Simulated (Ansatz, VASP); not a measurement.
Two plane-wave programs on TaC3

```
CELL_PARAMETERS angstrom
2.21911 -2.77031 0.00000
2.21911 2.77031 0.00000
0.00000 0.00000 2.99385
ATOMIC_POSITIONS crystal
Ta 0.00000 0.00000 0.00000
C 0.50000 0.50000 0.00000
C 0.00000 0.50000 0.50000
C 0.50000 0.00000 0.50000
```

Change from the starting cell: species swapped into the CdPt3 type (Cmmm, No. 65).

Alike in both runs: functional PBE; k mesh 4 × 4 × 6; occupations gaussian, width 0.1 eV; no spin polarisation.

Ansatz relaxed the structure, and its values are those at the end. VASP's run is a single point on that final structure, the one shown.

|  | VASP | Ansatz |
| --- | --- | --- |
| version | VASP 6.6.1 | Ansatz 0.2.0 |
| potentials or method | VASP PAW PBE potentials, release 64 (Ta_sv_GW, C), cutoff 700 eV | scalar-relativistic, plane waves, PAW |
| valence electrons in the cell | 25 | 25 |

```tsv
	VASP	Ansatz	Ansatz less VASP
gap on the k mesh at the Fermi level (eV)	none	none	-
pressure (GPa)	-0.1	0.0	+0.04
```

A gap of «none» marks a metal or a gap that the smearing closes.

The k mesh is coarse, so the values compare programs but aren't converged. Spin-orbit coupling is off throughout.
